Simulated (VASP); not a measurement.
# CdS (F-43m) in VASP: notebook

The runs below take CdS through single point, with PBEsol.

All numbers are computed with VASP 6.6.1; they aren't measurements. Logs are shortened: lines on timing, memory, paths and dates and some standing lists are left out, and cuts for length are marked.

## (1) The cell of the first run

The structure is cubic, space group F-43m (No. 216). Conventional cell: a = 5.510 Å, b = 5.510 Å, c = 5.510 Å, α = 90.00°, β = 90.00°, γ = 90.00°. Within 3.2 Å of Cd (site symmetry -43m) lie 4 S at 2.39 Å. Within 3.2 Å of S (site symmetry -43m) lie 4 Cd at 2.39 Å.

## (2) Single point, PBEsol

INCAR reads:

```
SYSTEM = CdS
PREC = Accurate
ENCUT = 520
EDIFF = 1E-7
ISMEAR = 0
SIGMA = 0.01
LREAL = .False.
LASPH = .True.
NELM = 100
ALGO = Normal
ISIF = 2
LWAVE = .False.
LCHARG = .False.
GGA = PS
NBANDS = 16
```

KPOINTS reads:

```
Automatic mesh
0
Gamma
  8 8 8
  0 0 0
```

POSCAR reads:

```
CdS
1.0
    2.7550636382      2.7550636382      0.0000000000
   -2.7550636382      2.7550636382      0.0000000000
    0.0000000000      2.7550636382      2.7550636382
Cd S
1 1
Direct
    0.0000000000      0.0000000000      0.0000000000
    0.7500000000      0.2500000000      0.5000000000
```

Potentials or basis: VASP PAW PBE potentials, release 64 (Cd, S).

On the command line:

```sh
> cat potpaw_PBE.64/Cd/POTCAR potpaw_PBE.64/S/POTCAR > POTCAR
> mpirun -np 1 vasp_std > vasp.out
```

OUTCAR:

```text
SYSTEM = CdS
   PREC = Accurate
   ENCUT = 520
   EDIFF = 1E-7
   ISMEAR = 0
   LREAL = .False.
   LASPH = .True.
   NELM = 100
   ISIF = 2
   GGA = PS

 ion  position               nearest neighbor table
   1  0.000  0.000  0.000-   2 2.39   2 2.39   2 2.39   2 2.39
   2  0.750  0.250  0.500-   1 2.39   1 2.39   1 2.39   1 2.39

  LATTYP: Found a face centered cubic cell.
 ALAT       =     5.5101272764

  Lattice vectors:

 A1 = (   0.0000000000,   2.7550636382,   2.7550636382)
 A2 = (   2.7550636382,   0.0000000000,   2.7550636382)
 A3 = (   2.7550636382,   2.7550636382,   0.0000000000)

Analysis of symmetry for initial positions (statically):
=====================================================================
 Subroutine PRICEL returns:
 Original cell was already a primitive cell.

 Routine SETGRP: Setting up the symmetry group for a
 face centered cubic supercell.

 Subroutine GETGRP returns: Found 24 space group operations
 (whereof 24 operations were pure point group operations)
 out of a pool of 48 trial point group operations.

The static configuration has the point symmetry T_d .

Analysis of symmetry for dynamics (positions and initial velocities):
=====================================================================
 Subroutine PRICEL returns:
 Original cell was already a primitive cell.

 Routine SETGRP: Setting up the symmetry group for a
 face centered cubic supercell.

 Subroutine GETGRP returns: Found 24 space group operations
 (whereof 24 operations were pure point group operations)
 out of a pool of 48 trial point group operations.

The dynamic configuration has the point symmetry T_d .

 Subroutine INISYM returns: Found 24 space group operations
 (whereof 24 operations are pure point group operations),
 and found     1 'primitive' translations

----------------------------------------------------------------------------------------

                                     Primitive cell

  volume of cell :      41.8239

  direct lattice vectors                    reciprocal lattice vectors
     2.755063638  2.755063638  0.000000000     0.181484011  0.181484011 -0.181484011
    -2.755063638  2.755063638  0.000000000    -0.181484011  0.181484011 -0.181484011
     0.000000000  2.755063638  2.755063638     0.000000000  0.000000000  0.362968022

  length of vectors
     3.896248362  3.896248362  3.896248362     0.314339528  0.314339528  0.362968022

  position of ions in fractional coordinates (direct lattice)
     0.000000000  0.000000000  0.000000000
     0.750000000  0.250000000  0.500000000

  ion indices of the primitive-cell ions
   primitive index   ion index
                 1           1
                 2           2

----------------------------------------------------------------------------------------

 KPOINTS: Automatic mesh

Automatic generation of k-mesh.
 Grid dimensions read from file:
 generate k-points for:    8    8    8

 Generating k-lattice:

  Cartesian coordinates                     Fractional coordinates (reciprocal lattice)
     0.022685501  0.022685501 -0.022685501     0.125000000  0.000000000  0.000000000
    -0.022685501  0.022685501 -0.022685501     0.000000000  0.125000000  0.000000000
     0.000000000  0.000000000  0.045371003     0.000000000  0.000000000  0.125000000

  Length of vectors
     0.039292441  0.039292441  0.045371003

  Shift w.r.t. Gamma in fractional coordinates (k-lattice)
     0.000000000  0.000000000  0.000000000

 Subroutine IBZKPT returns following result:
 ===========================================

 Found     29 irreducible k-points:

 Following reciprocal coordinates:
            Coordinates               Weight
  0.000000  0.000000  0.000000      1.000000
  0.125000  0.000000  0.000000      8.000000
  0.250000  0.000000  0.000000      8.000000
  0.375000  0.000000  0.000000      8.000000
  0.500000  0.000000  0.000000      4.000000
  0.125000  0.125000  0.000000     12.000000
[... 16 lines left out ...]
  0.375000  0.250000  0.125000     48.000000
  0.500000  0.250000  0.125000     24.000000
 [... further k-points ...]
   k-points           NKPTS =     29   k-points in BZ     NKDIM =     29   number of bands    NBANDS=     16
   number of dos      NEDOS =    301   number of ions     NIONS =      2
   total plane-waves  NPLWV =  27000
   dimension x,y,z NGX =    30 NGY =   30 NGZ =   30
   dimension x,y,z NGXF=    60 NGYF=   60 NGZF=   60
   ions per type =               1   1
   NGX,Y,Z   is equivalent  to a cutoff of  12.80, 12.80, 12.80 a.u.
   NGXF,Y,Z  is equivalent  to a cutoff of  25.60, 25.60, 25.60 a.u.
 SYSTEM =  CdS
   PREC   = accura    normal or accurate (medium, high low for compatibility)
   ISTART =      0    job   : 0-new  1-cont  2-samecut
   ICHARG =      2    charge: 1-file 2-atom 10-const
   ISPIN  =      1    spin polarized calculation?
   LNONCOLLINEAR =      F non collinear calculations
   LSORBIT =      F    spin-orbit coupling
   LASPH  =      T    aspherical Exc in radial PAW
   ENCUT  =  520.0 eV  38.22 Ry    6.18 a.u.   7.24  7.24  7.24*2*pi/ulx,y,z
   NELM   =    100;   NELMIN=  2; NELMDL= -5     # of ELM steps
   EDIFF  = 0.1E-06   stopping-criterion for ELM
   LREAL  =      F    real-space projection
   EDIFFG = 0.1E-05   stopping-criterion for IOM
   NSW    =      0    number of steps for IOM
   IBRION =     -1    ionic relax: 0-MD 1-quasi-New 2-CG
   NFREE  =      0    steps in history (QN), initial steepest desc. (CG)
   ISIF   =      2    stress and relaxation
   ISYM   =      2    0-nonsym 1-usesym 2-fastsym
   POTIM  = 0.5000    time-step for ionic-motion
   TEBEG  =    0.0;   TEEND  =   0.0 temperature during run
   PSTRESS=    0.0 pullay stress
   NELECT =      18.0000    total number of electrons
   NUPDOWN=      -1.0000    fix difference up-down
   EMIN   =  10.00;   EMAX   =-10.00  energy-range for DOS
   EFERMI =   0.00;   METHOD = LEGACY
   ISMEAR =     0;   SIGMA  =   0.01  broadening in eV -4-tet -1-fermi 0-gaus
   EFERMI_NEDOS =   21; number of points for ismear=-14 and -15
   IALGO  =     38    algorithm
   IMIX   =      4    mixing-type and parameters
     AMIX     =   0.40;   BMIX     =  1.00
     AMIX_MAG =   1.60;   BMIX_MAG =  1.00
  volume/ion in A,a.u.               =      20.91       141.12
  Fermi-wavevector in a.u.,A,eV,Ry     =   1.236016  2.335731 20.786098  1.527735
  Thomas-Fermi vector in A             =   2.370642
   LORBIT       =      0    0 simple, 1 ext, 2 COOP (PROOUT), +10 PAW based schemes
   GGA     = PS    functional components
   LHFCALC =     F    Hartree Fock is set to
   AEXX    =    0.0000 exact exchange contribution
   IVDW    =     0    specifies the selected vdW correction
   LEPSILON=     F    determine dielectric tensor
   LRPA    =     F    only Hartree local field effects (RPA)
 non-spin polarized calculation
 Gauss-broadening in eV      SIGMA  =   0.01
  energy-cutoff  :      520.00
  volume of cell :       41.82
 maximum number of plane-waves:      1158
 NGX is ok and might be reduce to    30
   NGX = 15   NGY = 15   NGZ = 15

 number of electron      18.0000005 magnetization

 Free energy of the ion-electron system (eV)
  ---------------------------------------------------
  ext. energy  EPLUGINS =         0.00000000
  ---------------------------------------------------
  free energy    TOTEN  =        -6.48132083 eV

  energy without entropy =       -6.48132083  energy(sigma->0) =       -6.48132083

 E-fermi :   2.9882     XC(G=0): -10.2049

 val. band max:        2.8727730072   @ k =   0.0000   0.0000   0.0000
 cond. band min:       4.2117945182   @ k =   0.0000   0.0000   0.0000
 fundamental gap:      1.3390215110
 Fermi energy:         2.9882273426

 k-point     1 :       0.0000    0.0000    0.0000
  band No.  band energies     occupation
      1     -10.7485      2.00000
      2      -5.7027      2.00000
      3      -5.7027      2.00000
      4      -5.7027      2.00000
      5      -4.9409      2.00000
      6      -4.9409      2.00000
[... 8 lines left out ...]
     15      14.5422      0.00000
     16      14.9642      0.00000

 k-point     2 :       0.1250    0.0000    0.0000
  band No.  band energies     occupation
      1     -10.6581      2.00000
      2      -5.6684      2.00000
      3      -5.6684      2.00000
      4      -5.6487      2.00000
      5      -4.9435      2.00000
      6      -4.9435      2.00000
[... 8 lines left out ...]
     15      13.8244      0.00000
     16      15.2233      0.00000

 k-point     3 :       0.2500    0.0000    0.0000
  band No.  band energies     occupation
      1     -10.4375      2.00000
      2      -5.5941      2.00000
      3      -5.5941      2.00000
      4      -5.4218      2.00000
      5      -4.9359      2.00000
      6      -4.9359      2.00000
[... 8 lines left out ...]
     15      13.5651      0.00000
     16      14.3800      0.00000

 k-point     4 :       0.3750    0.0000    0.0000
  band No.  band energies     occupation
      1     -10.2162      2.00000
      2      -5.5375      2.00000
      3      -5.5375      2.00000
      4      -4.9050      2.00000
      5      -4.9022      2.00000
      6      -4.9022      2.00000
[... 8 lines left out ...]
     15      14.5733      0.00000
     16      14.5733      0.00000

 k-point     5 :       0.5000    0.0000    0.0000
  band No.  band energies     occupation
      1     -10.1255      2.00000
      2      -5.5206      2.00000
      3      -5.5206      2.00000
      4      -4.8790      2.00000
      5      -4.8790      2.00000
      6      -4.3872      2.00000
[... 8 lines left out ...]
     15      15.7064      0.00000
     16      15.7064      0.00000

 k-point     6 :       0.1250    0.1250    0.0000
  band No.  band energies     occupation
      1     -10.5244      2.00000
      2      -5.6275      2.00000
      3      -5.6019      2.00000
      4      -5.5493      2.00000
      5      -4.9686      2.00000
      6      -4.9164      2.00000
[... 8 lines left out ...]
     15      13.9307      0.00000
     16      16.2529      0.00000

 k-point     7 :       0.2500    0.1250    0.0000
  band No.  band energies     occupation
      1     -10.3039      2.00000
      2      -5.5466      2.00000
      3      -5.5327      2.00000
      4      -5.2534      2.00000
      5      -4.9667      2.00000
      6      -4.8654      2.00000
[... 8 lines left out ...]
     15      14.8639      0.00000
     16      15.5216      0.00000

 k-point     8 :       0.3750    0.1250    0.0000
  band No.  band energies     occupation
      1     -10.1283      2.00000
      2      -5.5048      2.00000
      3      -5.4861      2.00000
      4      -4.9437      2.00000
      5      -4.9194      2.00000
      6      -4.5658      2.00000
[... 8 lines left out ...]
     15      14.8681      0.00000
     16      16.0593      0.00000

 k-point     9 :       0.5000    0.1250    0.0000
  band No.  band energies     occupation
      1     -10.0986      2.00000
      2      -5.5077      2.00000
      3      -5.4673      2.00000
      4      -4.9636      2.00000
      5      -4.8735      2.00000
      6      -4.3923      2.00000
[... 8 lines left out ...]
     15      15.7368      0.00000
     16      15.7669      0.00000
[... 172 lines left out ...]
 k-point    19 :       0.5000    0.3750    0.0000
  band No.  band energies     occupation
      1      -9.9632      2.00000
      2      -5.4481      2.00000
      3      -5.2015      2.00000
      4      -5.1785      2.00000
      5      -4.8190      2.00000
      6      -4.3419      2.00000
[... 8 lines left out ...]
     15      15.8062      0.00000
     16      17.1393      0.00000

 k-point    20 :      -0.3750    0.3750    0.0000
  band No.  band energies     occupation
      1     -10.0490      2.00000
      2      -5.4624      2.00000
      3      -5.2494      2.00000
      4      -5.2494      2.00000
      5      -4.8166      2.00000
      6      -4.7031      2.00000
[... 8 lines left out ...]
     15      15.0718      0.00000
     16      18.6087      0.00000

 k-point    21 :       0.5000    0.5000    0.0000
  band No.  band energies     occupation
      1      -9.9341      2.00000
      2      -5.4698      2.00000
      3      -5.1498      2.00000
      4      -5.1498      2.00000
      5      -4.7949      2.00000
      6      -4.3181      2.00000
[... 8 lines left out ...]
     15      15.1922      0.00000
     16      16.7323      0.00000

 k-point    22 :       0.2500    0.2500    0.1250
  band No.  band energies     occupation
      1     -10.2751      2.00000
      2      -5.5296      2.00000
      3      -5.4785      2.00000
      4      -5.3155      2.00000
      5      -4.9538      2.00000
      6      -4.8553      2.00000
[... 8 lines left out ...]
     15      15.1557      0.00000
     16      17.1494      0.00000

 k-point    23 :       0.3750    0.2500    0.1250
  band No.  band energies     occupation
      1     -10.1016      2.00000
      2      -5.4706      2.00000
      3      -5.4236      2.00000
      4      -5.0924      2.00000
      5      -4.8913      2.00000
      6      -4.5920      2.00000
[... 8 lines left out ...]
     15      16.0857      0.00000
     16      16.5719      0.00000

 k-point    24 :       0.5000    0.2500    0.1250
  band No.  band energies     occupation
      1     -10.0314      2.00000
      2      -5.4659      2.00000
      3      -5.3945      2.00000
      4      -5.0007      2.00000
      5      -4.9014      2.00000
      6      -4.2067      2.00000
[... 8 lines left out ...]
     15      15.4354      0.00000
     16      16.5540      0.00000

 [... further k-points ...]

------------------------ aborting loop because EDIFF is reached ----------------------------------------

  FORCE on cell =-STRESS in cart. coord.  units (eV):
  Direction    XX          YY          ZZ          XY          YZ          ZX
  --------------------------------------------------------------------------------------
  -------------------------------------------------------------------------------------
  Total        4.1204092      4.1204092      4.1204092     -0.0000000      0.0000000      0.0000000
  in kB      157.8432562    157.8432562    157.8432562     -0.0000000      0.0000000      0.0000000
  external PRESSURE =     157.8432562 kB  Pullay stress =       0.0000000 kB

 VOLUME and BASIS-vectors are now :
 -----------------------------------------------------------------------------
  energy-cutoff  :      520.00
  volume of cell :       41.82
      direct lattice vectors                 reciprocal lattice vectors
     2.755063638  2.755063638  0.000000000     0.181484011  0.181484011 -0.181484011
    -2.755063638  2.755063638  0.000000000    -0.181484011  0.181484011 -0.181484011
     0.000000000  2.755063638  2.755063638     0.000000000  0.000000000  0.362968022

 POSITION                                       TOTAL-FORCE (eV/Angst)
 -----------------------------------------------------------------------------------
      0.00000      0.00000      0.00000         0.000000     -0.000000      0.000000
      1.37753      4.13260      1.37753        -0.000000      0.000000      0.000000
 -----------------------------------------------------------------------------------
    total drift:                               -0.000000      0.000000     -0.000000

  FREE ENERGIE OF THE ION-ELECTRON SYSTEM (eV)
  ---------------------------------------------------
  free  energy   TOTEN  =        -6.4813208302 eV

  energy  without entropy=       -6.4813208302  energy(sigma->0) =       -6.48132083
```

Wall time 29 s (1 thread of Intel Xeon 8259CL, shared host); peak memory 0.17 GiB.

Results:

```yaml
Free_energy: -6.4813 eV
Pressure: 15.8 GPa
Band_gap_on_the_k_mesh: 1.34 eV
```

Caveat: the cell stands under pressure; the PAW data sets were made with another functional, which shifts forces and pressure a little.

## (3) Single point, PBEsol

This run uses another cell than the first one, of 22.52 Å³/atom.

INCAR reads:

```
SYSTEM = CdS
PREC     = Accurate       ! precision mode
ENCUT    = 520            ! plane-wave cutoff, eV
EDIFF    = 1E-7           ! SCF threshold, eV
ISMEAR   = 0              ! smearing method
SIGMA    = 0.01           ! smearing width, eV
LREAL    = .False.        ! projectors in reciprocal space
LASPH    = .True.         ! aspherical terms in the spheres
NELM     = 80             ! most SCF steps
ALGO     = Normal         ! electronic algorithm
ISIF     = 2              ! what is computed and relaxed
LWAVE    = .False.        ! write WAVECAR
LCHARG   = .False.        ! write CHGCAR
GGA      = PS             ! functional
NBANDS   = 16             ! bands
```

KPOINTS is that of step 2.

POSCAR reads:

```
CdS
1.0
    2.8241375675      2.8241375675      0.0000000000
   -2.8241375675      2.8241375675      0.0000000000
    0.0000000000      2.8241375675      2.8241375675
Cd S
1 1
Direct
    0.0000000000      0.0000000000      0.0000000000
    0.7500000000      0.2500000000      0.5000000000
```

Potentials or basis: VASP PAW PBE potentials, release 64 (Cd, S).

On the command line:

```sh
> cat potpaw_PBE.64/Cd/POTCAR potpaw_PBE.64/S/POTCAR > POTCAR
> mpirun -np 1 vasp_std > vasp.out
```

Run time: 37 s. Hardware: 1 thread of Intel Xeon 8259CL, shared host; peak memory 0.18 GiB.

The run converged. Its results:

```
Free energy            : -6.7120 eV
Pressure               : 7.6 GPa
Band gap on the k mesh : 1.20 eV
```

Levels at points of the mesh, in eV from the valence-band top:
```
           k point  band 6  band 7  band 8  band 9  band 10  band 11  band 12  band 13
(0.00, 0.00, 0.00)   -7.52    0.00    0.00    0.00     1.20     6.39     6.39     6.39
(0.50, 0.00, 0.00)   -7.05   -5.12   -0.92   -0.92     3.01     6.89     6.89     7.59
(0.50, 0.50, 0.00)   -6.98   -4.46   -2.28   -2.28     3.21     4.31     9.52    11.25
```

Caveat: the cell stands under pressure; the PAW data sets were made with another functional, which shifts forces and pressure a little.
